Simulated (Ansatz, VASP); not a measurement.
# Two plane-wave programs on GeSb4Te7

The input INCAR:

```
SYSTEM = GeSb4Te7
  PREC = Accurate
  ENCUT = 520
  EDIFF = 1E-6
  ISMEAR = 0
  SIGMA = 0.02
  LREAL = .FALSE.
  LASPH = .TRUE.
  NELM = 60
  ALGO = Normal
  ISIF = 2
  LWAVE = .FALSE.
  LCHARG = .FALSE.
  GGA = PE
  NBANDS = 50
```

The input KPOINTS:

```
Automatic mesh
0
G
  12 12 2
  0 0 0
```

Contents of POSCAR:

```
GeSb4Te7
1.0
    4.2339927260      0.0000000000      0.0000000000
   -2.1169963630      3.6667452602      0.0000000000
    0.0000000000      0.0000000000     25.2577529839
Ge Sb Te
1 4 7
Direct
    0.0000000000      0.0000000000      0.5000000000
    0.6666666667      0.3333333333      0.9194909064
    0.3333333333      0.6666666667      0.3504651712
    0.3333333333      0.6666666667      0.0805090936
    0.6666666667      0.3333333333      0.6495348288
    0.3333333333      0.6666666667      0.8505098002
    0.6666666667      0.3333333333      0.1494901998
    0.0000000000      0.0000000000      0.7182597554
    0.6666666667      0.3333333333      0.4318353765
    0.3333333333      0.6666666667      0.5681646235
    0.0000000000      0.0000000000      0.0000000000
    0.0000000000      0.0000000000      0.2817402446
```

Input for Ansatz:

```yaml
crystal:
  lattice:
    - [4.233992726, 0.0, 0.0]
    - [-2.116996363, 3.6667452602, 0.0]
    - [0.0, 0.0, 25.2577529839]
  atoms:
    - { symbol: Ge, position: [0.0, 0.0, 0.5] }
    - { symbol: Sb, position: [0.6666666667, 0.3333333333, 0.9194909064] }
    - { symbol: Sb, position: [0.3333333333, 0.6666666667, 0.3504651712] }
    - { symbol: Sb, position: [0.3333333333, 0.6666666667, 0.0805090936] }
    - { symbol: Sb, position: [0.6666666667, 0.3333333333, 0.6495348288] }
    - { symbol: Te, position: [0.3333333333, 0.6666666667, 0.8505098002] }
    - { symbol: Te, position: [0.6666666667, 0.3333333333, 0.1494901998] }
    - { symbol: Te, position: [0.0, 0.0, 0.7182597554] }
    - { symbol: Te, position: [0.6666666667, 0.3333333333, 0.4318353765] }
    - { symbol: Te, position: [0.3333333333, 0.6666666667, 0.5681646235] }
    - { symbol: Te, position: [0.0, 0.0, 0.0] }
    - { symbol: Te, position: [0.0, 0.0, 0.2817402446] }
basis:
  ecutwfc: 420
kpoints:
  mp_grid: { grid: [12, 12, 2] }
  band_path: { path: [VBM, CBM], npoints: 2 }
hamiltonian:
  xc: pbe
scf:
  occupations: { method: gaussian, width: 0.02 }
output:
  forces: true
  stress: true
  eigenvalues: true
checkpoint:
  read: start.run
  write: ck
  compress: false
  write_wavefunctions: false
  write_every: 100000
```

Alike in both runs: task single point; functional PBE; k mesh 12 × 12 × 2; occupations gaussian, width 0.02 eV; no spin polarisation.

|  | VASP | Ansatz |
| --- | --- | --- |
| version | VASP 6.6.1 | Ansatz 0.2.0 |
| potentials or method | VASP PAW PBE potentials, release 64 (Ge_d, Sb, Te), cutoff 520 eV | scalar-relativistic, plane waves, PAW |
| valence electrons in the cell | 76 | 186 |

VASP gave:

```
gap on the k mesh at the Fermi level (eV)                     : 0.50
least direct gap on the mesh (eV)                             : 0.50
pressure (GPa)                                                : 1.0
traceless stress, the component that is largest in VASP (GPa) : -0.95
rms of the force components (eV/Å)                            : 0.011
```

Q: What did Ansatz give for the same quantities?

A: gap on the k mesh at the Fermi level (eV): 0.51; least direct gap on the mesh (eV): 0.51; pressure (GPa): 1.0; traceless stress, the component that is largest in VASP (GPa): -0.96; rms of the force components (eV/Å): 0.000.

Atom by atom the forces differ by 0.011 eV/Å (rms over components). VASP's potentials hold 76 valence electrons a cell and Ansatz's 186, so a difference there can come from the potentials and not from the codes.

Neither program's run includes spin-orbit coupling.
